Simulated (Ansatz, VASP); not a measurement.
**One calculation of Rb, two programs**

File INCAR:

```
SYSTEM = Rb
PREC = Accurate ; ENCUT = 520
EDIFF = 1E-7 ; ISMEAR = 0
SIGMA = 0.1 ; LREAL = .FALSE.
LASPH = .TRUE. ; NELM = 100
ALGO = Normal ; ISIF = 2
LWAVE = .FALSE. ; LCHARG = .FALSE.
GGA = PE ; NBANDS = 20
```

The input KPOINTS:

```
Automatic mesh
0
G
  12 12 12
  0 0 0
```

Contents of POSCAR:

```
Rb
1.0
    2.5031340596      1.4451851231     11.8064290591
   -2.5031340596      1.4451851231     11.8064290591
    0.0000000000     -2.8903702463     11.8064290591
Rb
3
Direct
    0.0000000000      0.0000000000      0.0000000000
    0.7798462407      0.7798462407      0.7798462407
    0.2201537593      0.2201537593      0.2201537593
```

Input for Ansatz:

```yaml
crystal:
  lattice:
    - [2.5031340596, 1.4451851231, 11.8064290591]
    - [-2.5031340596, 1.4451851231, 11.8064290591]
    - [0.0, -2.8903702463, 11.8064290591]
  atoms:
    - { symbol: Rb, position: [0.0, 0.0, 0.0] }
    - { symbol: Rb, position: [0.7798462407, 0.7798462407, 0.7798462407] }
    - { symbol: Rb, position: [0.2201537593, 0.2201537593, 0.2201537593] }
basis:
  ecutwfc: 420
kpoints:
  mp_grid: { grid: [12, 12, 12] }
hamiltonian:
  xc: pbe
scf:
  occupations: { method: gaussian, width: 0.1 }
output:
  forces: true
  stress: true
  eigenvalues: true
```

Alike in both runs: task single point; functional PBE; k mesh 12 × 12 × 12; occupations gaussian, width 0.1 eV; no spin polarisation.

```csv
,VASP,Ansatz
version,VASP 6.6.1,Ansatz 0.2.0
potentials or method,"VASP PAW PBE potentials, release 64 (Rb_sv), cutoff 520 eV","scalar-relativistic, plane waves, PAW"
valence electrons in the cell,27,27
```

```tsv
	VASP	Ansatz	Ansatz less VASP
gap on the k mesh at the Fermi level (eV)	none	none	-
pressure (GPa)	0.2	0.2	0.00
traceless stress, the component that is largest in VASP (GPa)	0.09	0.09	0.000
rms of the force components (eV/Å)	0.025	0.025	0.0000
```

Atom by atom the forces differ by 0.000 eV/Å (rms over components). A gap of «none» marks a metal or a gap that the smearing closes.
